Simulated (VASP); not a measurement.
# Au (Fm-3m) in VASP: further runs

Au is run at these levels: r2SCAN50; tasks: single point.

Everything below comes from runs of VASP 6.6.1. Logs are shortened: lines on timing, memory, paths and dates and some standing lists are left out, and cuts for length are marked.

### Step 1. The cell of the first run

The structure is cubic, space group Fm-3m (No. 225). Conventional cell: a = 4.124 Å, b = 4.124 Å, c = 4.124 Å, α = 90.00°, β = 90.00°, γ = 90.00°. Au (site symmetry m-3m) has 12 Au at 2.92 Å within 3.8 Å.

### Step 2. Single point, r2SCAN50

POSCAR reads:

```
Au
1.0
    0.0000000000      2.0617793868      2.0617793868
    2.0617793868      0.0000000000      2.0617793868
    2.0617793868      2.0617793868      0.0000000000
Au
1
Direct
    0.0000000000      0.0000000000      0.0000000000
```

INCAR.step1 reads:

```
ALGO = Normal
EDIFF = 1E-5
ENCUT = 520
GGA = PE
ISIF = 2
ISMEAR = -1
LASPH = T
LCHARG = F
LREAL = F
LWAVE = T
NBANDS = 12
NELM = 80
PREC = Accurate
SIGMA = 0.05
```

INCAR.step2 reads:

```
AEXX = 0.5
ALGO = Normal
EDIFF = 1E-6
ENCUT = 520
ISIF = 2
ISMEAR = -1
ISTART = 1
LASPH = T
LCHARG = F
LHFCALC = T
LMIXTAU = T
LREAL = F
LWAVE = F
METAGGA = R2SCAN
NBANDS = 12
NELM = 80
PREC = Accurate
PRECFOCK = Normal
SIGMA = 0.05
```

KPOINTS reads:

```
k-points
0
Gamma
  6 6 6
```

Potentials or basis: VASP PAW PBE potentials, release 64 (Au).

On the command line:

```sh
> cat potpaw_PBE.64/Au/POTCAR > POTCAR
> cp INCAR.step1 INCAR
> mpirun -np 1 vasp_std > vasp.out
> cp INCAR.step2 INCAR
> mpirun -np 1 vasp_std > vasp.out
```

OUTCAR:

```text
AEXX = 0.5
   EDIFF = 1E-6
   ENCUT = 520
   ISIF = 2
   ISMEAR = -1
   ISTART = 1
   LASPH = T
   LHFCALC = T
   LREAL = F
   METAGGA = R2SCAN
   NELM = 80
   PREC = Accurate
   PRECFOCK = Normal

 ion  position               nearest neighbor table
   1  0.000  0.000  0.000-

  LATTYP: Found a face centered cubic cell.
 ALAT       =     4.1235587736

  Lattice vectors:

 A1 = (   0.0000000000,   2.0617793868,   2.0617793868)
 A2 = (   2.0617793868,   0.0000000000,   2.0617793868)
 A3 = (   2.0617793868,   2.0617793868,   0.0000000000)

Analysis of symmetry for initial positions (statically):
=====================================================================
 Subroutine PRICEL returns:
 Original cell was already a primitive cell.

 Routine SETGRP: Setting up the symmetry group for a
 face centered cubic supercell.

 Subroutine GETGRP returns: Found 48 space group operations
 (whereof 48 operations were pure point group operations)
 out of a pool of 48 trial point group operations.

The static configuration has the point symmetry O_h .

Analysis of symmetry for dynamics (positions and initial velocities):
=====================================================================
 Subroutine PRICEL returns:
 Original cell was already a primitive cell.

 Routine SETGRP: Setting up the symmetry group for a
 face centered cubic supercell.

 Subroutine GETGRP returns: Found 48 space group operations
 (whereof 48 operations were pure point group operations)
 out of a pool of 48 trial point group operations.

The dynamic configuration has the point symmetry O_h .

 Subroutine INISYM returns: Found 48 space group operations
 (whereof 48 operations are pure point group operations),
 and found     1 'primitive' translations

----------------------------------------------------------------------------------------

                                     Primitive cell

  volume of cell :      17.5290

  direct lattice vectors                    reciprocal lattice vectors
     0.000000000  2.061779387  2.061779387    -0.242508972  0.242508972  0.242508972
     2.061779387  0.000000000  2.061779387     0.242508972 -0.242508972  0.242508972
     2.061779387  2.061779387  0.000000000     0.242508972  0.242508972 -0.242508972

  length of vectors
     2.915796371  2.915796371  2.915796371     0.420037861  0.420037861  0.420037861

  position of ions in fractional coordinates (direct lattice)
     0.000000000  0.000000000  0.000000000

  ion indices of the primitive-cell ions
   primitive index   ion index
                 1           1

----------------------------------------------------------------------------------------

 KPOINTS: k-points

Automatic generation of k-mesh.
 Grid dimensions read from file:
 generate k-points for:    6    6    6

 Generating k-lattice:

  Cartesian coordinates                     Fractional coordinates (reciprocal lattice)
    -0.040418162  0.040418162  0.040418162     0.166666667  0.000000000  0.000000000
     0.040418162 -0.040418162  0.040418162     0.000000000  0.166666667  0.000000000
     0.040418162  0.040418162 -0.040418162     0.000000000  0.000000000  0.166666667

  Length of vectors
     0.070006310  0.070006310  0.070006310

  Shift w.r.t. Gamma in fractional coordinates (k-lattice)
     0.000000000  0.000000000  0.000000000

 Subroutine IBZKPT returns following result:
 ===========================================

 Found     16 irreducible k-points:

 Following reciprocal coordinates:
            Coordinates               Weight
  0.000000  0.000000  0.000000      1.000000
  0.166667  0.000000  0.000000      8.000000
  0.333333  0.000000  0.000000      8.000000
  0.500000  0.000000  0.000000      4.000000
  0.166667  0.166667  0.000000      6.000000
  0.333333  0.166667  0.000000     24.000000
[... 8 lines left out ...]
 -0.333333  0.333333  0.166667     24.000000
 -0.333333  0.500000  0.166667     12.000000
   k-points           NKPTS =     16   k-points in BZ     NKDIM =    216   number of bands    NBANDS=     12
   number of dos      NEDOS =    301   number of ions     NIONS =      1
   total plane-waves  NPLWV =  13824
   dimension x,y,z NGX =    24 NGY =   24 NGZ =   24
   dimension x,y,z NGXF=    48 NGYF=   48 NGZF=   48
   ions per type =               1
   NGX,Y,Z   is equivalent  to a cutoff of  13.68, 13.68, 13.68 a.u.
   NGXF,Y,Z  is equivalent  to a cutoff of  27.37, 27.37, 27.37 a.u.
 SYSTEM =  unknown system
   PREC   = accura    normal or accurate (medium, high low for compatibility)
   ISTART =      1    job   : 0-new  1-cont  2-samecut
   ICHARG =      0    charge: 1-file 2-atom 10-const
   ISPIN  =      1    spin polarized calculation?
   LNONCOLLINEAR =      F non collinear calculations
   LSORBIT =      F    spin-orbit coupling
   LASPH  =      T    aspherical Exc in radial PAW
   ENCUT  =  520.0 eV  38.22 Ry    6.18 a.u.   5.42  5.42  5.42*2*pi/ulx,y,z
   NELM   =     80;   NELMIN=  2; NELMDL=  0     # of ELM steps
   EDIFF  = 0.1E-05   stopping-criterion for ELM
   LREAL  =      F    real-space projection
   EDIFFG = 0.1E-04   stopping-criterion for IOM
   NSW    =      0    number of steps for IOM
   IBRION =     -1    ionic relax: 0-MD 1-quasi-New 2-CG
   NFREE  =      0    steps in history (QN), initial steepest desc. (CG)
   ISIF   =      2    stress and relaxation
   ISYM   =      3    0-nonsym 1-usesym 2-fastsym
   POTIM  = 0.5000    time-step for ionic-motion
   TEBEG  =    0.0;   TEEND  =   0.0 temperature during run
   PSTRESS=    0.0 pullay stress
   NELECT =      11.0000    total number of electrons
   NUPDOWN=      -1.0000    fix difference up-down
   EMIN   =  10.00;   EMAX   =-10.00  energy-range for DOS
   EFERMI =   0.00;   METHOD = LEGACY
   ISMEAR =    -1;   SIGMA  =   0.05  broadening in eV -4-tet -1-fermi 0-gaus
   EFERMI_NEDOS =   21; number of points for ismear=-14 and -15
   IALGO  =     38    algorithm
   IMIX   =      1    mixing-type and parameters
     AMIX     =   0.40;   BMIX     =  1.00
     AMIX_MAG =   1.60;   BMIX_MAG =  1.00
  volume/ion in A,a.u.               =      17.53       118.29
  Fermi-wavevector in a.u.,A,eV,Ry     =   1.401587  2.648616 26.727929  1.964447
  Thomas-Fermi vector in A             =   2.524434
   LORBIT       =      0    0 simple, 1 ext, 2 COOP (PROOUT), +10 PAW based schemes
   METAGGA = R2SCAN    functional components
   LHFCALC =     T    Hartree Fock is set to
   PRECFOCK=normal    Normal, Fast or Accurate (Low or Medium for compatibility)
   ENCUT4O =  -1.0   cutoff for four orbital integrals eV
   NKREDX  =     1    reduce k-point grid by
   NKREDY  =     1    reduce k-point grid by
   NKREDZ  =     1    reduce k-point grid by
   AEXX    =    0.5000 exact exchange contribution
   HFSCREEN=    0.0000 screening length (either q_TF or 0.3 A-1)
   HFSCREENC=   0.0000 screening length for correlation (either q_TF or 0.3 A-1)
   ENCUTFOCK=  -1.0 apply spherical cutoff to Coloumb kernel
   IVDW    =     0    specifies the selected vdW correction
   LEPSILON=     F    determine dielectric tensor
   LRPA    =     F    only Hartree local field effects (RPA)
 non-spin polarized calculation
  energy-cutoff  :      520.00
  volume of cell :       17.53
 maximum number of plane-waves:       489
 NGX is ok and might be reduce to    24
  NGX = 18; NGY = 18; NGZ = 18

 number of electron      11.0000001 magnetization

 Free energy of the ion-electron system (eV)
  ---------------------------------------------------
  ext. energy  EPLUGINS =         0.00000000
  ---------------------------------------------------
  free energy    TOTEN  =       -28.43870702 eV

  energy without entropy =      -28.43135631  energy(sigma->0) =      -28.43503166

 E-fermi :   7.9243     XC(G=0):  -7.3330

 val. band max:        7.8987105688   @ k =   0.5000   0.3333   0.1667
 cond. band min:       9.7929050359   @ k =   0.5000   0.1667   0.0000
 fundamental gap:      1.8941944670
 Fermi energy:         7.9242518571

 k-point     1 :       0.0000    0.0000    0.0000
  band No.  band energies     occupation
      1      -3.9225      2.00000
      2       0.7556      2.00000
      3       0.7556      2.00000
      4       0.7556      2.00000
      5       2.3293      2.00000
      6       2.3293      2.00000
      7      26.1306      0.00000
      8      30.3634      0.00000
      9      30.3634      0.00000
     10      30.3634      0.00000
     11      35.0480      0.00000
     12      40.2482      0.00000

 k-point     2 :       0.1667    0.0000    0.0000
  band No.  band energies     occupation
      1      -2.8144      2.00000
      2       0.5996      2.00000
      3       1.0306      2.00000
      4       1.0306      2.00000
      5       2.3039      2.00000
      6       2.3039      2.00000
      7      25.7263      0.00000
      8      27.2670      0.00000
      9      31.4094      0.00000
     10      31.4094      0.00000
     11      34.4119      0.00000
     12      36.8099      0.00000

 k-point     3 :       0.3333    0.0000    0.0000
  band No.  band energies     occupation
      1      -1.6555      2.00000
      2       0.9037      2.00000
      3       0.9037      2.00000
      4       2.7406      2.00000
      5       3.1379      2.00000
      6       3.1379      2.00000
      7      18.8538      0.00000
      8      26.4039      0.00000
      9      30.8091      0.00000
     10      30.8091      0.00000
     11      35.2561      0.00000
     12      35.4757      0.00000
[... 166 lines left out ...]
 k-point    15 :      -0.3333    0.3333    0.1667
  band No.  band energies     occupation
      1      -0.2468      2.00000
      2      -0.1642      2.00000
      3       0.9090      2.00000
      4       2.1890      2.00000
      5       3.7917      2.00000
      6      13.8684      0.00000
      7      14.2007      0.00000
      8      21.0335      0.00000
      9      22.8428      0.00000
     10      31.1624      0.00000
     11      35.3156      0.00000
     12      40.1656      0.00000

 k-point    16 :      -0.3333    0.5000    0.1667
  band No.  band energies     occupation
      1      -0.9322      2.00000
      2      -0.6236      2.00000
      3       1.8200      2.00000
      4       2.7671      2.00000
      5       4.2777      2.00000
      6      14.4328      0.00000
      7      16.0375      0.00000
      8      19.1659      0.00000
      9      20.4066      0.00000
     10      32.9012      0.00000
     11      33.5103      0.00000
     12      37.1541      0.00000

------------------------ aborting loop because EDIFF is reached ----------------------------------------

  FORCE on cell =-STRESS in cart. coord.  units (eV):
  Direction    XX          YY          ZZ          XY          YZ          ZX
  --------------------------------------------------------------------------------------
  -------------------------------------------------------------------------------------
  Total       -0.0541765     -0.0541765     -0.0541765     -0.0000000      0.0000000     -0.0000000
  in kB       -4.9518215     -4.9518215     -4.9518215     -0.0000000      0.0000000     -0.0000000
  external PRESSURE =      -4.9518215 kB  Pullay stress =       0.0000000 kB

 VOLUME and BASIS-vectors are now :
 -----------------------------------------------------------------------------
  energy-cutoff  :      520.00
  volume of cell :       17.53
      direct lattice vectors                 reciprocal lattice vectors
     0.000000000  2.061779387  2.061779387    -0.242508972  0.242508972  0.242508972
     2.061779387  0.000000000  2.061779387     0.242508972 -0.242508972  0.242508972
     2.061779387  2.061779387  0.000000000     0.242508972  0.242508972 -0.242508972

 POSITION                                       TOTAL-FORCE (eV/Angst)
 -----------------------------------------------------------------------------------
      0.00000      0.00000      0.00000         0.000000      0.000000      0.000000
 -----------------------------------------------------------------------------------
    total drift:                               -0.000000     -0.000000     -0.000000

  FREE ENERGIE OF THE ION-ELECTRON SYSTEM (eV)
  ---------------------------------------------------
  free  energy   TOTEN  =       -28.4387070175 eV

  energy  without entropy=      -28.4313563084  energy(sigma->0) =      -28.43503166
```

Run time: 11 min. Hardware: 1 thread of AMD EPYC 7R13 (Zen 3), shared host; peak memory 0.14 GiB.

What came out:

```yaml
Free_energy: -28.4387 eV
Pressure: -0.5 GPa
Band_gap_on_the_k_mesh: zero (an odd number of electrons rules out a gap without spin polarisation)
```

Caveat: the k points lie up to 0.44 Å⁻¹ apart, too coarse for converged energies and pressures of a metal; the PAW data sets were made with another functional, which shifts forces and pressure a little; spin-orbit coupling is left out, which moves the levels of the heavy elements.

### Step 3. Single point, r2SCAN50

This run uses another cell than the first one, of 17.87 Å³/atom.

POSCAR reads:

```
Au
1.0
    0.0000000000      2.0749120936      2.0749120936
    2.0749120936      0.0000000000      2.0749120936
    2.0749120936      2.0749120936      0.0000000000
Au
1
Direct
    0.0000000000      0.0000000000      0.0000000000
```

INCAR.step1 reads:

```
ALGO = Normal ; EDIFF = 1E-5
ENCUT = 520 ; GGA = PE
ISIF = 2 ; ISMEAR = -1
LASPH = T ; LCHARG = F
LREAL = F ; LWAVE = T
NBANDS = 12 ; NELM = 100
PREC = Accurate ; SIGMA = 0.05
```

INCAR.step2 reads:

```
AEXX = 0.5 ; ALGO = Normal
EDIFF = 1E-6 ; ENCUT = 520
ISIF = 2 ; ISMEAR = -1
ISTART = 1 ; LASPH = T
LCHARG = F ; LHFCALC = T
LMIXTAU = T ; LREAL = F
LWAVE = F ; METAGGA = R2SCAN
NBANDS = 12 ; NELM = 100
PREC = Accurate ; PRECFOCK = Normal
SIGMA = 0.05
```

KPOINTS is that of step 2.

Potentials or basis: VASP PAW PBE potentials, release 64 (Au).

On the command line:

```sh
> cat potpaw_PBE.64/Au/POTCAR > POTCAR
> cp INCAR.step1 INCAR
> mpirun -np 1 vasp_std > vasp.out
> cp INCAR.step2 INCAR
> mpirun -np 1 vasp_std > vasp.out
```

It took 9.8 min on 1 thread of AMD EPYC 7R13 (Zen 3), shared host; peak memory 0.13 GiB.

Results (log left out):

* Free energy: -28.4351 eV
* Pressure: -3.2 GPa
* Band gap on the k mesh: zero (an odd number of electrons rules out a gap without spin polarisation)

Levels at points of the mesh, in eV from the Fermi level:
```
           k point  band 3  band 4  band 5  band 6  band 7  band 8  band 9  band 10
(0.00, 0.00, 0.00)   -7.06   -7.06   -5.53   -5.53   18.21   22.33   22.33    22.33
(0.50, 0.00, 0.00)   -7.11   -4.07   -4.07   -0.73    5.27   17.53   20.96    20.96
(0.50, 0.50, 0.00)   -4.25   -3.63   -3.63    3.07    8.68   13.31   13.31    20.62
```

Caveat: the k points lie up to 0.44 Å⁻¹ apart, too coarse for converged energies and pressures of a metal; the PAW data sets were made with another functional, which shifts forces and pressure a little; spin-orbit coupling is left out, which moves the levels of the heavy elements.
